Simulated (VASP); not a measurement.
# ZrS2 (P-3m1) in VASP: notebook, part 2 of 3

VASP 6.6.1.

## Step 3: Single point, PBE (volume scaled by 1.06, then relaxed in part)

Input file INCAR:

```
  PREC = Accurate
  ENCUT = 500
  EDIFF = 1E-6
  ISMEAR = 0
  SIGMA = 0.02
  LREAL = F
  LASPH = T
  NELM = 120
  ALGO = Normal
  ISIF = 2
  LWAVE = F
  LCHARG = F
  GGA = PE
  NBANDS = 19
  GGA_COMPAT = F
```

Input file KPOINTS:

```
Automatic mesh
0
Gamma
  12 12 4
```

Input file POSCAR:

```
ZrS2
1.0
    3.6869592196      0.0000000000      0.0000000000
   -1.8434796098      3.1930003469      0.0000000000
    0.0000000000      0.0000000000      7.1565806817
Zr S
1 2
Direct
    0.0000000000      0.0000000000      0.0000000000
    0.6666666667      0.3333333333      0.7977197206
    0.3333333333      0.6666666667      0.2022802794
```

Potentials or basis: VASP PAW PBE potentials, release 64 (Zr_sv, S).

Started as:

```console
cat potpaw_PBE.64/Zr_sv/POTCAR potpaw_PBE.64/S/POTCAR > POTCAR
mpirun -np 1 vasp_std > vasp.out
```

OUTCAR:

```text
PREC = Accurate
   ENCUT = 500
   EDIFF = 1E-6
   ISMEAR = 0
   LREAL = F
   LASPH = T
   NELM = 120
   ISIF = 2
   GGA = PE

 ion  position               nearest neighbor table
   1  0.000  0.000  0.000-   2 2.57   3 2.57   2 2.57   3 2.57   2 2.57   3 2.57
   2  0.667  0.333  0.798-   1 2.57   1 2.57   1 2.57
   3  0.333  0.667  0.202-   1 2.57   1 2.57   1 2.57

  LATTYP: Found a hexagonal cell.
 ALAT       =     3.6869592196
 C/A-ratio  =     1.9410523023

  Lattice vectors:

 A1 = (   3.6869592196,   0.0000000000,   0.0000000000)
 A2 = (  -1.8434796098,   3.1930003469,   0.0000000000)
 A3 = (   0.0000000000,   0.0000000000,   7.1565806817)

Analysis of symmetry for initial positions (statically):
=====================================================================
 Subroutine PRICEL returns:
 Original cell was already a primitive cell.

 Routine SETGRP: Setting up the symmetry group for a
 hexagonal supercell.

 Subroutine GETGRP returns: Found 12 space group operations
 (whereof 12 operations were pure point group operations)
 out of a pool of 24 trial point group operations.

The static configuration has the point symmetry D_3d.

Analysis of symmetry for dynamics (positions and initial velocities):
=====================================================================
 Subroutine PRICEL returns:
 Original cell was already a primitive cell.

 Routine SETGRP: Setting up the symmetry group for a
 hexagonal supercell.

 Subroutine GETGRP returns: Found 12 space group operations
 (whereof 12 operations were pure point group operations)
 out of a pool of 24 trial point group operations.

The dynamic configuration has the point symmetry D_3d.

 Subroutine INISYM returns: Found 12 space group operations
 (whereof 12 operations are pure point group operations),
 and found     1 'primitive' translations

----------------------------------------------------------------------------------------

                                     Primitive cell

  volume of cell :      84.2506

  direct lattice vectors                    reciprocal lattice vectors
     3.686959220  0.000000000  0.000000000     0.271226217  0.156592529  0.000000000
    -1.843479610  3.193000347  0.000000000     0.000000000  0.313185058  0.000000000
     0.000000000  0.000000000  7.156580682     0.000000000  0.000000000  0.139731534

  length of vectors
     3.686959220  3.686959220  7.156580682     0.313185058  0.313185058  0.139731534

  position of ions in fractional coordinates (direct lattice)
     0.000000000  0.000000000  0.000000000
     0.666666667  0.333333333  0.797719721
     0.333333333  0.666666667  0.202280279

  ion indices of the primitive-cell ions
   primitive index   ion index
                 1           1
                 2           2
                 3           3

----------------------------------------------------------------------------------------

 KPOINTS: Automatic mesh

Automatic generation of k-mesh.
 Grid dimensions read from file:
 generate k-points for:   12   12    4

 Generating k-lattice:

  Cartesian coordinates                     Fractional coordinates (reciprocal lattice)
     0.022602185  0.013049377  0.000000000     0.083333333  0.000000000  0.000000000
     0.000000000  0.026098755  0.000000000     0.000000000  0.083333333  0.000000000
     0.000000000  0.000000000  0.034932884     0.000000000  0.000000000  0.250000000

  Length of vectors
     0.026098755  0.026098755  0.034932884

  Shift w.r.t. Gamma in fractional coordinates (k-lattice)
     0.000000000  0.000000000  0.000000000

 Subroutine IBZKPT returns following result:
 ===========================================

 Found     69 irreducible k-points:

 Following reciprocal coordinates:
            Coordinates               Weight
  0.000000  0.000000  0.000000      1.000000
  0.083333  0.000000  0.000000      6.000000
  0.166667  0.000000  0.000000      6.000000
  0.250000  0.000000  0.000000      6.000000
  0.333333  0.000000  0.000000      6.000000
  0.416667  0.000000  0.000000      6.000000
[... 16 lines left out ...]
  0.166667  0.000000  0.250000      6.000000
  0.000000  0.166667  0.250000      6.000000
 [... further k-points ...]
   k-points           NKPTS =     69   k-points in BZ     NKDIM =     69   number of bands    NBANDS=     19
   number of dos      NEDOS =    301   number of ions     NIONS =      3
   total plane-waves  NPLWV =  42336
   dimension x,y,z NGX =    28 NGY =   28 NGZ =   54
   dimension x,y,z NGXF=    56 NGYF=   56 NGZF=  108
   ions per type =               1   2
   NGX,Y,Z   is equivalent  to a cutoff of  12.63, 12.63, 12.54 a.u.
   NGXF,Y,Z  is equivalent  to a cutoff of  25.25, 25.25, 25.09 a.u.
 SYSTEM =  unknown system
   PREC   = accura    normal or accurate (medium, high low for compatibility)
   ISTART =      0    job   : 0-new  1-cont  2-samecut
   ICHARG =      2    charge: 1-file 2-atom 10-const
   ISPIN  =      1    spin polarized calculation?
   LNONCOLLINEAR =      F non collinear calculations
   LSORBIT =      F    spin-orbit coupling
   LASPH  =      T    aspherical Exc in radial PAW
   ENCUT  =  500.0 eV  36.75 Ry    6.06 a.u.   6.72  6.72 13.05*2*pi/ulx,y,z
   NELM   =    120;   NELMIN=  2; NELMDL= -5     # of ELM steps
   EDIFF  = 0.1E-05   stopping-criterion for ELM
   LREAL  =      F    real-space projection
   EDIFFG = 0.1E-04   stopping-criterion for IOM
   NSW    =      0    number of steps for IOM
   IBRION =     -1    ionic relax: 0-MD 1-quasi-New 2-CG
   NFREE  =      0    steps in history (QN), initial steepest desc. (CG)
   ISIF   =      2    stress and relaxation
   ISYM   =      2    0-nonsym 1-usesym 2-fastsym
   POTIM  = 0.5000    time-step for ionic-motion
   TEBEG  =    0.0;   TEEND  =   0.0 temperature during run
   PSTRESS=    0.0 pullay stress
   NELECT =      24.0000    total number of electrons
   NUPDOWN=      -1.0000    fix difference up-down
   EMIN   =  10.00;   EMAX   =-10.00  energy-range for DOS
   EFERMI =   0.00;   METHOD = LEGACY
   ISMEAR =     0;   SIGMA  =   0.02  broadening in eV -4-tet -1-fermi 0-gaus
   EFERMI_NEDOS =   21; number of points for ismear=-14 and -15
   IALGO  =     38    algorithm
   IMIX   =      4    mixing-type and parameters
     AMIX     =   0.40;   BMIX     =  1.00
     AMIX_MAG =   1.60;   BMIX_MAG =  1.00
  volume/ion in A,a.u.               =      28.08       189.52
  Fermi-wavevector in a.u.,A,eV,Ry     =   1.077178  2.035572 15.787020  1.160313
  Thomas-Fermi vector in A             =   2.213083
   LORBIT       =      0    0 simple, 1 ext, 2 COOP (PROOUT), +10 PAW based schemes
   GGA     = PE    functional components
   LHFCALC =     F    Hartree Fock is set to
   AEXX    =    0.0000 exact exchange contribution
   IVDW    =     0    specifies the selected vdW correction
   LEPSILON=     F    determine dielectric tensor
   LRPA    =     F    only Hartree local field effects (RPA)
 non-spin polarized calculation
 Gauss-broadening in eV      SIGMA  =   0.02
  energy-cutoff  :      500.00
  volume of cell :       84.25
 maximum number of plane-waves:      2160
 NGX is ok and might be reduce to    28
   NGX = 13   NGY = 13   NGZ = 27

 number of electron      24.0000001 magnetization

 Free energy of the ion-electron system (eV)
  ---------------------------------------------------
  ext. energy  EPLUGINS =         0.00000000
  ---------------------------------------------------
  free energy    TOTEN  =       -21.44166348 eV

  energy without entropy =      -21.44166348  energy(sigma->0) =      -21.44166348

 E-fermi :   2.5202     XC(G=0):  -8.2883

 val. band max:        2.3983893467   @ k =   0.0000   0.0000   0.0000
 cond. band min:       3.5598908551   @ k =   0.5000   0.0000   0.5000
 fundamental gap:      1.1615015084
 Fermi energy:         2.5202296880

 k-point     1 :       0.0000    0.0000    0.0000
  band No.  band energies     occupation
      1     -46.4943      2.00000
      2     -24.5476      2.00000
      3     -24.3991      2.00000
      4     -24.3991      2.00000
      5      -9.9474      2.00000
      6      -8.7820      2.00000
[... 11 lines left out ...]
     18       7.8686      0.00000
     19       8.5992      0.00000

 k-point     2 :       0.0833    0.0000    0.0000
  band No.  band energies     occupation
      1     -46.4931      2.00000
      2     -24.5440      2.00000
      3     -24.4160      2.00000
      4     -24.4027      2.00000
      5      -9.8784      2.00000
      6      -8.7938      2.00000
[... 476 lines left out ...]
 k-point    24 :       0.0000    0.1667    0.2500
  band No.  band energies     occupation
      1     -46.4899      2.00000
      2     -24.5343      2.00000
      3     -24.4617      2.00000
      4     -24.4126      2.00000
      5      -9.6769      2.00000
      6      -8.8377      2.00000
[... 11 lines left out ...]
     18       9.2602      0.00000
     19      10.0592      0.00000

 [... further k-points ...]
[... 5 lines left out ...]
  --------------------------------------------------------------------------------------
  -------------------------------------------------------------------------------------
  Total       -0.0581812     -0.0581812     -0.0279637      0.0000000      0.0000000      0.0000000
  in kB       -1.1064215     -1.1064215     -0.5317806      0.0000000      0.0000000      0.0000000
  external PRESSURE =      -0.9148745 kB  Pullay stress =       0.0000000 kB

 VOLUME and BASIS-vectors are now :
 -----------------------------------------------------------------------------
  energy-cutoff  :      500.00
  volume of cell :       84.25
      direct lattice vectors                 reciprocal lattice vectors
     3.686959220  0.000000000  0.000000000     0.271226217  0.156592529  0.000000000
    -1.843479610  3.193000347  0.000000000     0.000000000  0.313185058  0.000000000
     0.000000000  0.000000000  7.156580682     0.000000000  0.000000000  0.139731534

 POSITION                                       TOTAL-FORCE (eV/Angst)
 -----------------------------------------------------------------------------------
      0.00000      0.00000      0.00000        -0.000000      0.000000      0.000000
      1.84348      1.06433      5.70895         0.000000      0.000000     -0.008716
     -0.00000      2.12867      1.44764        -0.000000     -0.000000      0.008716
 -----------------------------------------------------------------------------------
    total drift:                                0.000000     -0.000000      0.000000

  FREE ENERGIE OF THE ION-ELECTRON SYSTEM (eV)
  ---------------------------------------------------
  free  energy   TOTEN  =       -21.4416634775 eV

  energy  without entropy=      -21.4416634775  energy(sigma->0) =      -21.44166348
```

OSZICAR:

```text
N       E                     dE             d eps       ncg     rms          rms(c)
DAV:   1     0.172026836018E+03    0.17203E+03   -0.11444E+04  2622   0.111E+03
DAV:   2    -0.122340998448E+02   -0.18426E+03   -0.17976E+03  3387   0.265E+02
DAV:   3    -0.233550256861E+02   -0.11121E+02   -0.11067E+02  4386   0.606E+01
DAV:   4    -0.236354245908E+02   -0.28040E+00   -0.27995E+00  3785   0.843E+00
DAV:   5    -0.236432558899E+02   -0.78313E-02   -0.78291E-02  3960   0.123E+00    0.156E+01
DAV:   6    -0.214947962039E+02    0.21485E+01   -0.63990E+00  2904   0.140E+01    0.747E+00
DAV:   7    -0.214384624139E+02    0.56334E-01   -0.55590E-01  3843   0.402E+00    0.380E+00
DAV:   8    -0.214420318943E+02   -0.35695E-02   -0.91876E-02  3183   0.180E+00    0.470E-01
DAV:   9    -0.214414859573E+02    0.54594E-03   -0.12951E-02  3139   0.649E-01    0.537E-01
DAV:  10    -0.214416195559E+02   -0.13360E-03   -0.20304E-03  3080   0.292E-01    0.160E-01
DAV:  11    -0.214416381968E+02   -0.18641E-04   -0.15308E-04  3268   0.734E-02    0.620E-02
DAV:  12    -0.214416625103E+02   -0.24314E-04   -0.97521E-05  2861   0.566E-02    0.435E-02
DAV:  13    -0.214416634775E+02   -0.96714E-06   -0.20724E-06  2819   0.908E-03
   1 F= -.21441663E+02 E0= -.21441663E+02  d E =-.334291E-20
```

Wall time 53 s (1 thread of Intel Xeon Platinum 8559C (Emerald Rapids), shared host); peak memory 0.25 GiB.

Results:

| Quantity | Value |
| --- | --- |
| Free energy | -21.4417 eV |
| Pressure | -0.1 GPa |
| Largest force | 0.009 eV/Å |
| Band gap on the k mesh | 1.16 eV, indirect (least direct gap 1.69 eV) |

Forces in eV/Å, atoms in the order of the input:
```
Zr   0.000  0.000  0.000
S    0.000  0.000 -0.009
S    0.000  0.000  0.009
```

Caveat: this functional lacks dispersion, which binds the layers, so the pressure and a relaxed spacing across them are unreliable. A k mesh can miss the band edges.

(Part 2 of 3 ends here.)
